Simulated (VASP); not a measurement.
Input of a VASP 6.6.1 run:

File INCAR:

```
PREC = Accurate
ENCUT = 520
EDIFF = 1E-6
ISMEAR = -1
SIGMA = 0.1
LREAL = F
LASPH = T
NELM = 60
ALGO = Normal
ISIF = 2
LWAVE = F
LCHARG = F
GGA = PS
NBANDS = 16
```

Contents of KPOINTS:

```
regular mesh
0
Gamma
  12 12 7
```

Contents of POSCAR:

```
Ir
1.0
    2.7513800000      0.0000000000      0.0000000000
   -1.3756900000      2.3827600000      0.0000000000
    0.0000000000      0.0000000000      4.4622900000
Ir
2
Direct
    0.6666666667      0.3333333333      0.7500000000
    0.3333333333      0.6666666667      0.2500000000
```

Potentials or basis: VASP PAW PBE potentials, release 64 (Ir).

Run with:

```sh
$ cat potpaw_PBE.64/Ir/POTCAR > POTCAR
$ mpirun -np 1 vasp_std > vasp.out
```

Q: What does it give for the pressure?

A: -11.6 GPa.

Q: Estimate the band gap on the k mesh.

A: Zero (band 9 reaches 10.71 eV, above the bottom of band 10 at 7.54 eV).

Stress tensor (GPa, compression positive):
```
-11.71   0.00   0.00
  0.00 -11.71   0.00
  0.00   0.00 -11.34
```

Caveat: the PAW data sets were made with another functional, which shifts forces and pressure a little; spin-orbit coupling is left out, which moves the levels of the heavy elements.
